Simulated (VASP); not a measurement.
# Mo (Fd-3m) in VASP: further runs

The runs below take Mo through single point, with PBE.

All numbers are computed with VASP 6.6.1; they aren't measurements. Logs are shortened: lines on timing, memory, paths and dates and some standing lists are left out, and cuts for length are marked.

## (1) The cell of the first run

The structure is cubic, space group Fd-3m (No. 227). Conventional cell: a = 5.613 Å, b = 5.613 Å, c = 5.613 Å, α = 90.00°, β = 90.00°, γ = 90.00°. Within 3.2 Å of Mo (site symmetry -43m) lie 4 Mo at 2.43 Å.

## (2) Single point, PBE (volume scaled by 0.96)

Contents of INCAR:

```
SYSTEM = Mo
ALGO = Normal
EDIFF = 1E-6
ENCUT = 520
GGA = PE
ISIF = 2
ISMEAR = -1
LASPH = .TRUE.
LCHARG = .FALSE.
LREAL = .FALSE.
LWAVE = .FALSE.
NBANDS = 21
NELM = 100
PREC = Accurate
SIGMA = 0.1
```

Contents of KPOINTS:

```
k-points
0
G
  11 11 11
  0 0 0
```

Contents of POSCAR:

```
Mo
1.0
    0.0000000000      2.8066955610      2.8066955610
    2.8066955610      0.0000000000      2.8066955610
    2.8066955610      2.8066955610      0.0000000000
Mo
2
Direct
    0.1250000000      0.1250000000      0.1250000000
    0.8750000000      0.8750000000      0.8750000000
```

Potentials or basis: VASP PAW PBE potentials, release 64 (Mo_sv).

The run is started by

```
$ cat potpaw_PBE.64/Mo_sv/POTCAR > POTCAR
$ mpirun -np 1 vasp_std > vasp.out
```

OUTCAR:

```text
SYSTEM = Mo
   EDIFF = 1E-6
   ENCUT = 520
   GGA = PE
   ISIF = 2
   ISMEAR = -1
   LASPH = .TRUE.
   LREAL = .FALSE.
   NELM = 100
   PREC = Accurate

 ion  position               nearest neighbor table
   1  0.125  0.125  0.125-   2 2.43   2 2.43   2 2.43   2 2.43
   2  0.875  0.875  0.875-   1 2.43   1 2.43   1 2.43   1 2.43

  LATTYP: Found a face centered cubic cell.
 ALAT       =     5.6133911220

  Lattice vectors:

 A1 = (   0.0000000000,   2.8066955610,   2.8066955610)
 A2 = (   2.8066955610,   0.0000000000,   2.8066955610)
 A3 = (   2.8066955610,   2.8066955610,   0.0000000000)

Analysis of symmetry for initial positions (statically):
=====================================================================
 Subroutine PRICEL returns:
 Original cell was already a primitive cell.

 Routine SETGRP: Setting up the symmetry group for a
 face centered cubic supercell.

 Subroutine GETGRP returns: Found 48 space group operations
 (whereof 12 operations were pure point group operations)
 out of a pool of 48 trial point group operations.

The static configuration has the point symmetry D_3d.
 The point group associated with its full space group is O_h .

Analysis of symmetry for dynamics (positions and initial velocities):
=====================================================================
 Subroutine PRICEL returns:
 Original cell was already a primitive cell.

 Routine SETGRP: Setting up the symmetry group for a
 face centered cubic supercell.

 Subroutine GETGRP returns: Found 48 space group operations
 (whereof 12 operations were pure point group operations)
 out of a pool of 48 trial point group operations.

The dynamic configuration has the point symmetry D_3d.
 The point group associated with its full space group is O_h .

 Subroutine INISYM returns: Found 48 space group operations
 (whereof 12 operations are pure point group operations),
 and found     1 'primitive' translations

----------------------------------------------------------------------------------------

                                     Primitive cell

  volume of cell :      44.2197

  direct lattice vectors                    reciprocal lattice vectors
     0.000000000  2.806695561  2.806695561    -0.178145434  0.178145434  0.178145434
     2.806695561  0.000000000  2.806695561     0.178145434 -0.178145434  0.178145434
     2.806695561  2.806695561  0.000000000     0.178145434  0.178145434 -0.178145434

  length of vectors
     3.969266928  3.969266928  3.969266928     0.308556944  0.308556944  0.308556944

  position of ions in fractional coordinates (direct lattice)
     0.125000000  0.125000000  0.125000000
     0.875000000  0.875000000  0.875000000

  ion indices of the primitive-cell ions
   primitive index   ion index
                 1           1
                 2           2

----------------------------------------------------------------------------------------

 KPOINTS: k-points

Automatic generation of k-mesh.
 Grid dimensions read from file:
 generate k-points for:   11   11   11

 Generating k-lattice:

  Cartesian coordinates                     Fractional coordinates (reciprocal lattice)
    -0.016195039  0.016195039  0.016195039     0.090909091  0.000000000  0.000000000
     0.016195039 -0.016195039  0.016195039     0.000000000  0.090909091  0.000000000
     0.016195039  0.016195039 -0.016195039     0.000000000  0.000000000  0.090909091

  Length of vectors
     0.028050631  0.028050631  0.028050631

  Shift w.r.t. Gamma in fractional coordinates (k-lattice)
     0.000000000  0.000000000  0.000000000

 Subroutine IBZKPT returns following result:
 ===========================================

 Found     56 irreducible k-points:

 Following reciprocal coordinates:
            Coordinates               Weight
  0.000000  0.000000  0.000000      1.000000
  0.090909  0.000000  0.000000      8.000000
  0.181818  0.000000  0.000000      8.000000
  0.272727  0.000000  0.000000      8.000000
  0.363636  0.000000  0.000000      8.000000
  0.454545  0.000000  0.000000      8.000000
[... 16 lines left out ...]
 -0.272727  0.181818  0.000000     24.000000
 -0.181818  0.181818  0.000000     12.000000
 [... further k-points ...]
   k-points           NKPTS =     56   k-points in BZ     NKDIM =     56   number of bands    NBANDS=     21
   number of dos      NEDOS =    301   number of ions     NIONS =      2
   total plane-waves  NPLWV =  27000
   dimension x,y,z NGX =    30 NGY =   30 NGZ =   30
   dimension x,y,z NGXF=    60 NGYF=   60 NGZF=   60
   ions per type =               2
   NGX,Y,Z   is equivalent  to a cutoff of  12.56, 12.56, 12.56 a.u.
   NGXF,Y,Z  is equivalent  to a cutoff of  25.13, 25.13, 25.13 a.u.
 SYSTEM =  Mo
   PREC   = accura    normal or accurate (medium, high low for compatibility)
   ISTART =      0    job   : 0-new  1-cont  2-samecut
   ICHARG =      2    charge: 1-file 2-atom 10-const
   ISPIN  =      1    spin polarized calculation?
   LNONCOLLINEAR =      F non collinear calculations
   LSORBIT =      F    spin-orbit coupling
   LASPH  =      T    aspherical Exc in radial PAW
   ENCUT  =  520.0 eV  38.22 Ry    6.18 a.u.   7.38  7.38  7.38*2*pi/ulx,y,z
   NELM   =    100;   NELMIN=  2; NELMDL= -5     # of ELM steps
   EDIFF  = 0.1E-05   stopping-criterion for ELM
   LREAL  =      F    real-space projection
   EDIFFG = 0.1E-04   stopping-criterion for IOM
   NSW    =      0    number of steps for IOM
   IBRION =     -1    ionic relax: 0-MD 1-quasi-New 2-CG
   NFREE  =      0    steps in history (QN), initial steepest desc. (CG)
   ISIF   =      2    stress and relaxation
   ISYM   =      2    0-nonsym 1-usesym 2-fastsym
   POTIM  = 0.5000    time-step for ionic-motion
   TEBEG  =    0.0;   TEEND  =   0.0 temperature during run
   PSTRESS=    0.0 pullay stress
   NELECT =      28.0000    total number of electrons
   NUPDOWN=      -1.0000    fix difference up-down
   EMIN   =  10.00;   EMAX   =-10.00  energy-range for DOS
   EFERMI =   0.00;   METHOD = LEGACY
   ISMEAR =    -1;   SIGMA  =   0.10  broadening in eV -4-tet -1-fermi 0-gaus
   EFERMI_NEDOS =   21; number of points for ismear=-14 and -15
   IALGO  =     38    algorithm
   IMIX   =      4    mixing-type and parameters
     AMIX     =   0.40;   BMIX     =  1.00
     AMIX_MAG =   1.60;   BMIX_MAG =  1.00
  volume/ion in A,a.u.               =      22.11       149.20
  Fermi-wavevector in a.u.,A,eV,Ry     =   1.405796  2.656569 26.888670  1.976261
  Thomas-Fermi vector in A             =   2.528221
   LORBIT       =      0    0 simple, 1 ext, 2 COOP (PROOUT), +10 PAW based schemes
   GGA     = PE    functional components
[... 5 lines left out ...]
 non-spin polarized calculation
  energy-cutoff  :      520.00
  volume of cell :       44.22
 maximum number of plane-waves:      1243
 NGX is ok and might be reduce to    30
   NGX = 15   NGY = 15   NGZ = 15

 number of electron      27.9999999 magnetization

 Free energy of the ion-electron system (eV)
  ---------------------------------------------------
  ext. energy  EPLUGINS =         0.00000000
  ---------------------------------------------------
  free energy    TOTEN  =       -17.42811946 eV

  energy without entropy =      -17.34239345  energy(sigma->0) =      -17.38525646

 E-fermi :   7.3317     XC(G=0): -11.0485

 val. band max:        7.3251559391   @ k =  -0.4545   0.4545   0.0909
 cond. band min:       7.3404577663   @ k =   0.3636   0.0909   0.0000
 fundamental gap:      0.0153018272
 Fermi energy:         7.3317144456

 k-point     1 :       0.0000    0.0000    0.0000
  band No.  band energies     occupation
      1     -53.1522      2.00000
      2     -52.3742      2.00000
      3     -27.5791      2.00000
      4     -27.5791      2.00000
      5     -27.5791      2.00000
      6     -26.3589      2.00000
[... 13 lines left out ...]
     20      18.8282      0.00000
     21      19.5920      0.00000

 k-point     2 :       0.0909    0.0000    0.0000
  band No.  band energies     occupation
      1     -53.1408      2.00000
      2     -52.3863      2.00000
      3     -27.5919      2.00000
      4     -27.5919      2.00000
      5     -27.5784      2.00000
      6     -26.3592      2.00000
[... 13 lines left out ...]
     20      18.1197      0.00000
     21      19.6568      0.00000

 k-point     3 :       0.1818    0.0000    0.0000
  band No.  band energies     occupation
      1     -53.1084      2.00000
      2     -52.4211      2.00000
      3     -27.6248      2.00000
      4     -27.6248      2.00000
      5     -27.5772      2.00000
      6     -26.3594      2.00000
[... 13 lines left out ...]
     20      17.3816      0.00000
     21      18.4147      0.00000

 k-point     4 :       0.2727    0.0000    0.0000
  band No.  band energies     occupation
      1     -53.0601      2.00000
      2     -52.4723      2.00000
      3     -27.6654      2.00000
      4     -27.6654      2.00000
      5     -27.5768      2.00000
      6     -26.3581      2.00000
[... 13 lines left out ...]
     20      15.7332      0.00000
     21      17.4745      0.00000

 k-point     5 :       0.3636    0.0000    0.0000
  band No.  band energies     occupation
      1     -53.0070      2.00000
      2     -52.5282      2.00000
      3     -27.7005      2.00000
      4     -27.7005      2.00000
      5     -27.5776      2.00000
      6     -26.3555      2.00000
[... 13 lines left out ...]
     20      13.7541      0.00000
     21      17.2987      0.00000
[... 382 lines left out ...]
     20      12.1639      0.00000
     21      15.9311      0.00000

 k-point    22 :      -0.3636    0.1818    0.0000
  band No.  band energies     occupation
      1     -52.9406      2.00000
      2     -52.5973      2.00000
      3     -27.8424      2.00000
      4     -27.7407      2.00000
      5     -27.3933      2.00000
      6     -26.5336      2.00000
[... 13 lines left out ...]
     20      12.7873      0.00000
     21      15.7707      0.00000

 k-point    23 :      -0.2727    0.1818    0.0000
  band No.  band energies     occupation
      1     -52.9890      2.00000
      2     -52.5470      2.00000
      3     -27.8130      2.00000
      4     -27.7036      2.00000
      5     -27.4362      2.00000
      6     -26.4925      2.00000
[... 13 lines left out ...]
     20      14.4235      0.00000
     21      15.9587      0.00000

 k-point    24 :      -0.1818    0.1818    0.0000
  band No.  band energies     occupation
      1     -53.0418      2.00000
      2     -52.4916      2.00000
      3     -27.7580      2.00000
      4     -27.6633      2.00000
      5     -27.4900      2.00000
      6     -26.4422      2.00000
[... 13 lines left out ...]
     20      16.3312      0.00000
     21      16.5312      0.00000

 [... further k-points ...]

------------------------ aborting loop because EDIFF is reached ----------------------------------------

  FORCE on cell =-STRESS in cart. coord.  units (eV):
  Direction    XX          YY          ZZ          XY          YZ          ZX
  --------------------------------------------------------------------------------------
  -------------------------------------------------------------------------------------
  Total        1.4357327      1.4357327      1.4357327      0.0000000      0.0000000     -0.0000000
  in kB       52.0197496     52.0197496     52.0197496      0.0000000      0.0000000     -0.0000000
  external PRESSURE =      52.0197496 kB  Pullay stress =       0.0000000 kB

 VOLUME and BASIS-vectors are now :
 -----------------------------------------------------------------------------
  energy-cutoff  :      520.00
  volume of cell :       44.22
      direct lattice vectors                 reciprocal lattice vectors
     0.000000000  2.806695561  2.806695561    -0.178145434  0.178145434  0.178145434
     2.806695561  0.000000000  2.806695561     0.178145434 -0.178145434  0.178145434
     2.806695561  2.806695561  0.000000000     0.178145434  0.178145434 -0.178145434

 POSITION                                       TOTAL-FORCE (eV/Angst)
 -----------------------------------------------------------------------------------
      0.70167      0.70167      0.70167        -0.000000     -0.000000     -0.000000
      4.91172      4.91172      4.91172         0.000000      0.000000      0.000000
 -----------------------------------------------------------------------------------
    total drift:                               -0.000000      0.000000      0.000000

  FREE ENERGIE OF THE ION-ELECTRON SYSTEM (eV)
  ---------------------------------------------------
  free  energy   TOTEN  =       -17.4281194612 eV

  energy  without entropy=      -17.3423934546  energy(sigma->0) =      -17.38525646
```

Run time: 25 s. Hardware: 1 thread of Intel Xeon Platinum 8488C (Sapphire Rapids), shared host; peak memory 0.19 GiB.

What came out:

```yaml
Free_energy: -17.4281 eV
Pressure: 5.2 GPa
Band_gap_on_the_k_mesh: zero (band 14 reaches 7.56 eV, above the bottom of band 15 at 7.11 eV)
```

Caveat: the cell differs from its parent crystal (volume scaled by 0.96).

## (3) Single point, PBE

This run uses another cell than the first one, of 23.03 Å³/atom, 1.042 times its volume.

Contents of INCAR:

```
PREC = Accurate
ENCUT = 520
EDIFF = 1E-7
ISMEAR = -1
SIGMA = 0.1
LREAL = False
LASPH = True
NELM = 60
ALGO = Normal
ISIF = 2
LWAVE = False
LCHARG = True
GGA = PE
LELF = True
LVHAR = True
NBANDS = 21
```

Contents of KPOINTS:

```
regular mesh
0
Gamma
  11 11 11
```

Contents of POSCAR:

```
Mo
1.0
    0.0000000000      2.8451482237      2.8451482237
    2.8451482237      0.0000000000      2.8451482237
    2.8451482237      2.8451482237      0.0000000000
Mo
2
Direct
    0.1250000000      0.1250000000      0.1250000000
    0.8750000000      0.8750000000      0.8750000000
```

Potentials or basis: VASP PAW PBE potentials, release 64 (Mo_sv).

The run is started by

```
$ cat potpaw_PBE.64/Mo_sv/POTCAR > POTCAR
$ mpirun -np 1 vasp_std > vasp.out
```

Run time: 30 s. Hardware: 1 thread of Intel Xeon Platinum 8488C (Sapphire Rapids), shared host; peak memory 0.19 GiB.

It converged, with:

| Quantity | Value |
| --- | --- |
| Free energy | -17.4602 eV |
| Pressure | 0.4 GPa |
| Band gap on the k mesh | zero (band 14 reaches 7.10 eV, above the bottom of band 15 at 6.64 eV) |

Levels at points of the mesh, in eV from the Fermi level:
```tsv
k point	band 11	band 12	band 13	band 14	band 15	band 16	band 17	band 18
(0.00, 0.00, 0.00)	-2.18	-1.32	-1.32	-1.32	1.32	1.32	1.32	4.35
```

## (4) Single point, PBE (volume scaled by 1.04)

Contents of INCAR:

```
PREC     = Accurate       # precision mode
ENCUT    = 520            # plane-wave cutoff, eV
EDIFF    = 1E-7           # SCF threshold, eV
ISMEAR   = -1             # smearing method
SIGMA    = 0.1            # smearing width, eV
LREAL    = F              # projectors in reciprocal space
LASPH    = T              # aspherical terms in the spheres
NELM     = 100            # most SCF steps
ALGO     = Normal         # electronic algorithm
ISIF     = 2              # what is computed and relaxed
LWAVE    = F              # write WAVECAR
LCHARG   = T              # write CHGCAR
GGA      = PE             # functional
LELF     = T              # ELF
LVHAR    = T            
NBANDS   = 21             # bands
```

Contents of KPOINTS:

```
Automatic mesh
0
Gamma
  11 11 11
```

Contents of POSCAR:

```
Mo
1.0
    0.0000000000      2.8825886781      2.8825886781
    2.8825886781      0.0000000000      2.8825886781
    2.8825886781      2.8825886781      0.0000000000
Mo
2
Direct
    0.1250000000      0.1250000000      0.1250000000
    0.8750000000      0.8750000000      0.8750000000
```

The run is started by

```
$ cat potpaw_PBE.64/Mo_sv/POTCAR > POTCAR
$ mpirun -np 1 vasp_std > vasp.out
```

It took 36 s on 1 thread of Intel Xeon Platinum 8488C (Sapphire Rapids), shared host; peak memory 0.19 GiB.

The run converged. Its results:

- Free energy: -17.4423 eV
- Pressure: -3.5 GPa
- Band gap on the k mesh: zero (band 14 reaches 6.68 eV, above the bottom of band 15 at 6.21 eV)

Levels at points of the mesh, in eV from the Fermi level:
| k point | band 11 | band 12 | band 13 | band 14 | band 15 | band 16 | band 17 | band 18 |
| --- | --- | --- | --- | --- | --- | --- | --- | --- |
| (0.00, 0.00, 0.00) | -2.03 | -1.26 | -1.26 | -1.26 | 1.28 | 1.28 | 1.28 | 4.16 |

Caveat: the cell differs from its parent crystal (volume scaled by 1.04).

## (5) Overview

| cell | gap on the mesh (eV) | pressure (GPa) |
| --- | --- | --- |
| a = 3.969 Å, angles 60.0°, 2 atoms | none | 5.2 |
| a = 4.024 Å, angles 60.0°, 2 atoms | none | 0.4 |
| a = 4.077 Å, angles 60.0°, 2 atoms | none | -3.5 |

Alike in all rows: task single point; level PBE; potentials or basis VASP PAW PBE potentials, release 64 (Mo_sv); no spin polarisation; k mesh 11 × 11 × 11; cutoff (eV) 520; smearing fermi-dirac 0.1 eV.

Total energies depend on the potentials used, so only differences within one code and one set of settings carry meaning.
